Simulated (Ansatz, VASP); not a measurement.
# One calculation of OsPdC4N4, two programs

```
CELL_PARAMETERS angstrom
5.97226 0.00000 0.00000
0.00000 5.97226 0.00000
0.00000 0.00000 5.97226
ATOMIC_POSITIONS crystal
Pd 0.50000 0.50000 0.50000
Os 0.00000 0.00000 0.00000
C 0.18562 0.18562 0.18562
C 0.18562 0.81438 0.81438
C 0.81438 0.18562 0.81438
C 0.81438 0.81438 0.18562
N 0.30027 0.30027 0.30027
N 0.30027 0.69973 0.69973
N 0.69973 0.30027 0.69973
N 0.69973 0.69973 0.30027
```

Alike in both runs: functional PBE; k mesh 6 × 6 × 6; occupations gaussian, width 0.02 eV; no spin polarisation.

Ansatz relaxed the structure, and its values are those at the end. VASP's run is a single point on that final structure, the one shown.

```csv
,VASP,Ansatz
version,VASP 6.6.1,Ansatz 0.2.0
potentials or method,"VASP PAW PBE potentials, release 64 (Pd, Os, C, N), cutoff 520 eV","scalar-relativistic, plane waves, PAW"
valence electrons in the cell,54,70
```

|  | VASP | Ansatz | Ansatz less VASP |
| --- | --- | --- | --- |
| gap on the k mesh at the Fermi level (eV) | 0.34 | 0.34 | +0.005 |
| least direct gap on the mesh (eV) | 0.52 | 0.53 | +0.006 |
| pressure (GPa) | 0.5 | 0.0 | -0.52 |
| rms of the force components (eV/Å) | 0.118 | 0.001 | -0.1172 |

One of these differences is far larger than is usual between the two programs; its cause wasn't traced. With one functional, cell and mesh, what is left measures potentials, basis and numerics. VASP's potentials hold 54 valence electrons a cell and Ansatz's 70, so a difference there can come from the potentials and not from the codes.

Spin-orbit coupling is off throughout. Noted on VASP's run: the standard files for N, O and F lose accuracy on very short bonds.
